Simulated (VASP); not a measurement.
SnO2, 3 atoms in the cell. It takes space group C2/m (No. 12, monoclinic). The conventional cell has a = 5.334 Å, b = 3.208 Å, c = 4.452 Å, α = 90.00°, β = 113.54°, γ = 90.00°. Within 2.7 Å of Sn (site symmetry 2/m) lie 6 O at 2.02 to 2.07 Å. O (site symmetry m) has 3 Sn at 2.02 to 2.07 Å and 6 O at 2.62 to 2.83 Å within 2.9 Å.  This cell differs from its parent crystal: strain -0.0400 x Voigt [0, 1, 0, 0, 0, 0].

| Property | Result |
| --- | --- |
| Program | VASP 6.6.1 |
| Task | single point |
| Functional | LDA |
| Potentials or basis | VASP PAW LDA potentials, release 64 (Sn_d, O) |
| Cutoff | 520 eV |
| k mesh | 12 × 12 × 12 |
| Occupations | gaussian, width 0.05 eV |
| Spin | no spin polarisation |
| Dipole correction | no |
| Further INCAR settings | ALGO = Normal; EDIFF = 1e-07; NBANDS = 20 |

Potentials or basis: VASP PAW LDA potentials, release 64 (Sn_d, O).

Command:

```console
$ cat potpaw_LDA.64/Sn_d/POTCAR potpaw_LDA.64/O/POTCAR > POTCAR
$ mpirun -np 1 vasp_std > vasp.out
```

Hardware: 1 thread of Intel(R) Xeon(R) 6975P-C (Granite Rapids), on a shared host.

Task: Estimate the wall time of this run.

Result: Wall time 3.2 min on 1 thread of Intel(R) Xeon(R) 6975P-C (Granite Rapids), with other jobs on the host, peak memory 0.41 GiB. Counts: scf iterations 14, k points 476.
